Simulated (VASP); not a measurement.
Wanted: the native input for a VASP 6.6.1 run.

- Task: single point
- Functional: PBEsol
- Potentials or basis: VASP PAW PBE potentials, release 64 (H, Br)
- Cutoff: 520 eV
- k mesh: 14 × 14 × 14
- Occupations: gaussian, width 0.15 eV
- Spin: no spin polarisation
- Dipole correction: no
- Further INCAR settings: ALGO = Normal; EDIFF = 1e-07; NBANDS = 11

The structure of HBr lies in POSCAR:

```
HBr
1.0
    0.0000000000      2.8200000000      3.0315000000
    2.7775000000      0.0000000000      3.0315000000
    2.7775000000      2.8200000000      0.0000000000
H Br
1 1
Direct
    0.0000000000      0.0000000000      0.0000000000
    0.5000000000      0.5000000000      0.5000000000
```

These files were run (other wordings do the same):

INCAR

```
SYSTEM = HBr
PREC     = Accurate       ! precision mode
ENCUT    = 520            ! plane-wave cutoff, eV
EDIFF    = 1E-7           ! SCF threshold, eV
ISMEAR   = 0              ! smearing method
SIGMA    = 0.15           ! smearing width, eV
LREAL    = .False.        ! projectors in reciprocal space
LASPH    = .True.         ! aspherical terms in the spheres
NELM     = 100            ! most SCF steps
ALGO     = Normal         ! electronic algorithm
ISIF     = 2              ! what is computed and relaxed
LWAVE    = .False.        ! write WAVECAR
LCHARG   = .True.         ! write CHGCAR
GGA      = PS             ! functional
LELF     = .True.         ! ELF
LVHAR    = .True.       
NBANDS   = 11             ! bands
```

KPOINTS

```
Automatic mesh
0
Gamma
  14 14 14
  0 0 0
```

Potentials or basis: VASP PAW PBE potentials, release 64 (H, Br).

Run with:

```bash
$ cat potpaw_PBE.64/H/POTCAR potpaw_PBE.64/Br/POTCAR > POTCAR
$ mpirun -np 1 vasp_std > vasp.out
```

Results of the run:

The pressure is -8.5 GPa and the band gap on the k mesh is zero (bands 4 and 5 overlap by 0.60 eV).

Caveat: the cell stands under tension; the PAW data sets were made with another functional, which shifts forces and pressure a little.

Run time: 2.8 min on 1 thread of Intel(R) Xeon(R) Platinum 8259CL CPU @ 2.50GHz (Skylake/Cascade Lake), on a shared host, peak memory 0.35 GiB.
